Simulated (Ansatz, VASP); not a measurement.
One calculation of BP, two programs

```
B P
1.0
     2.71648    0.00000    0.00000
     0.00000    2.71648    0.00000
     0.00000    0.00000    2.71648
B P
1 1
Direct
  0.50000 0.50000 0.50000
  0.00000 0.00000 0.00000
```

Change from the starting cell: species swapped into the HfTc type (Pm-3m, No. 221).

Alike in both runs: functional PBE; k mesh 20 × 20 × 20; occupations gaussian, width 0.1 eV; no spin polarisation.

Ansatz relaxed the structure, and its values are those at the end. VASP's run is a single point on that final structure, the one shown.

|  | VASP | Ansatz |
| --- | --- | --- |
| version | VASP 6.6.1 | Ansatz 0.2.0 |
| potentials or method | VASP PAW PBE potentials, release 64 (B, P), cutoff 520 eV | scalar-relativistic, plane waves, PAW |
| valence electrons in the cell | 8 | 8 |

|  | VASP | Ansatz | Ansatz less VASP |
| --- | --- | --- | --- |
| gap on the k mesh at the Fermi level (eV) | none | none | - |
| pressure (GPa) | -0.2 | 0.0 | +0.24 |

A gap of «none» marks a metal or a gap that the smearing closes.
